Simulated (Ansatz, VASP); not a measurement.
Two plane-wave programs on Ca

```
Ca
1.0
     0.00000    3.01774    2.90597
     3.01774    0.00000    2.90597
     3.01774    3.01774    0.00000
Ca
1
Direct
  0.00000 0.00000 0.00000
```

Change from the starting cell: strain +0.080 along x and y, +0.040 along z, atoms carried along.

Alike in both runs: task single point; functional PBEsol; k mesh 14 × 14 × 14; occupations gaussian, width 0.15 eV; no spin polarisation.

|  | VASP | Ansatz |
| --- | --- | --- |
| version | VASP 6.6.1 | Ansatz 0.2.0 |
| potentials or method | VASP PAW PBE potentials, release 64 (Ca_sv), cutoff 520 eV | scalar-relativistic, plane waves, PAW |
| valence electrons in the cell | 10 | 10 |

|  | VASP | Ansatz | Ansatz less VASP |
| --- | --- | --- | --- |
| gap on the k mesh at the Fermi level (eV) | none | none | - |
| pressure (GPa) | -3.1 | -3.1 | 0.00 |
| traceless stress, the component that is largest in VASP (GPa) | 0.12 | 0.12 | 0.000 |

VASP's potentials were made for PBE, not for PBEsol. A gap of «none» marks a metal or a gap that the smearing closes. The functional is the same, so the differences come from potentials, cutoffs and numerics.
